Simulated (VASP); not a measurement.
Wanted: the native input for a VASP 6.6.1 run.

```yaml
Task: single point
Functional: PBEsol
Potentials_or_basis: VASP PAW PBE potentials, release 64 (Mn_sv, O)
Cutoff: 700 eV
k_mesh: 5 × 5 × 7
Occupations: gaussian, width 0.03 eV
Spin: collinear spin, antiferromagnetic start
Starting_moments: "[4.5, -4.5, 0.0, 0.0, 0.0, 0.0] μB"
Hubbard_terms: Mn d U = 3.9 eV
Dipole_correction: no
Further_INCAR_settings: ALGO = Normal; EDIFF = 1e-06; NBANDS = 40
```

The structure of MnO2 lies in POSCAR:

```
MnO2
1.0
    4.3983000000      0.0000000000      0.0000000000
    0.0000000000      4.3983000000      0.0000000000
    0.0000000000      0.0000000000      2.8730000000
Mn O
2 4
Direct
    0.0000000000      0.0000000000      0.0000000000
    0.5000000000      0.5000000000      0.5000000000
    0.3051500000      0.3051500000      0.0000000000
    0.1948500000      0.8051500000      0.5000000000
    0.6948500000      0.6948500000      0.0000000000
    0.8051500000      0.1948500000      0.5000000000
```

One way to write it, as run:

INCAR

```
PREC     = Accurate       # precision mode
ENCUT    = 700            # plane-wave cutoff, eV
EDIFF    = 1E-6           # SCF threshold, eV
ISMEAR   = 0              # smearing method
SIGMA    = 0.03           # smearing width, eV
LREAL    = F              # projectors in reciprocal space
LASPH    = T              # aspherical terms in the spheres
NELM     = 200            # most SCF steps
ALGO     = Normal         # electronic algorithm
ISIF     = 2              # what is computed and relaxed
LWAVE    = F              # write WAVECAR
LCHARG   = F              # write CHGCAR
ISPIN    = 2              # spin polarisation
MAGMOM   = 4.5 -4.5 0 0 0 0 # initial moments
LORBIT   = 11             # projections on sites
LMAXMIX  = 4              # l up to which the mixer works
LDAU     = T              # DFT+U
LDAUTYPE = 2            
LDAUL    = 2 -1           # shell
LDAUU    = 3.9 0          # U, eV
LDAUJ    = 0 0          
LDAUPRINT= 1            
GGA      = PS             # functional
NBANDS   = 40             # bands
GGA_COMPAT= F
```

KPOINTS

```
regular mesh
0
Gamma
  5 5 7
```

Potentials or basis: VASP PAW PBE potentials, release 64 (Mn_sv, O).

Launch:

```sh
$ cat potpaw_PBE.64/Mn_sv/POTCAR potpaw_PBE.64/O/POTCAR > POTCAR
$ mpirun -np 1 vasp_std > vasp.out
```

Results of the run:

| Property | Result |
| --- | --- |
| Pressure | -1.1 GPa |
| Largest force | 0.034 eV/Å |
| Band gap on the k mesh | 0.38 eV |
| Net moment | 0.00 μB per cell |
| Site moments | Mn +2.83, -2.83; O -0.02, +0.02 (each value once) μB |
| Valence electrons inside the program's atomic spheres | Mn 12.71; O 5.03 |

Caveat: the PAW data sets were made with another functional, which shifts forces and pressure a little.

Run time: 99 s on 1 thread of Intel(R) Xeon(R) 6975P-C (Granite Rapids) (shared host), peak memory 0.3 GiB.
